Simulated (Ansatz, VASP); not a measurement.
**One calculation of In3Sb, two programs**

```
CELL_PARAMETERS angstrom
4.73125 0.00000 0.00000
0.00000 4.73125 0.00000
0.00000 0.00000 4.73125
ATOMIC_POSITIONS crystal
In 0.50000 0.50000 0.00000
In 0.50000 0.00000 0.50000
In 0.00000 0.50000 0.50000
Sb 0.00000 0.00000 0.00000
```

Alike in both runs: task single point; functional PBEsol; dispersion D3(BJ); k mesh 10 × 10 × 10; occupations gaussian, width 0.1 eV; no spin polarisation.

```csv
,VASP,Ansatz
version,VASP 6.6.1,Ansatz 0.2.0
potentials or method,"VASP PAW PBE potentials, release 64 (In_d, Sb), cutoff 520 eV","scalar-relativistic, plane waves, PAW"
valence electrons in the cell,44,54
```

|  | VASP | Ansatz | Ansatz less VASP |
| --- | --- | --- | --- |
| gap on the k mesh at the Fermi level (eV) | none | none | - |
| pressure (GPa) | -2.7 | -2.7 | -0.02 |

VASP's potentials were made for PBE, not for PBEsol. A gap of «none» marks a metal or a gap that the smearing closes. VASP's potentials hold 44 valence electrons a cell and Ansatz's 54, so a difference there can come from the potentials and not from the codes.

Neither program's run includes spin-orbit coupling.
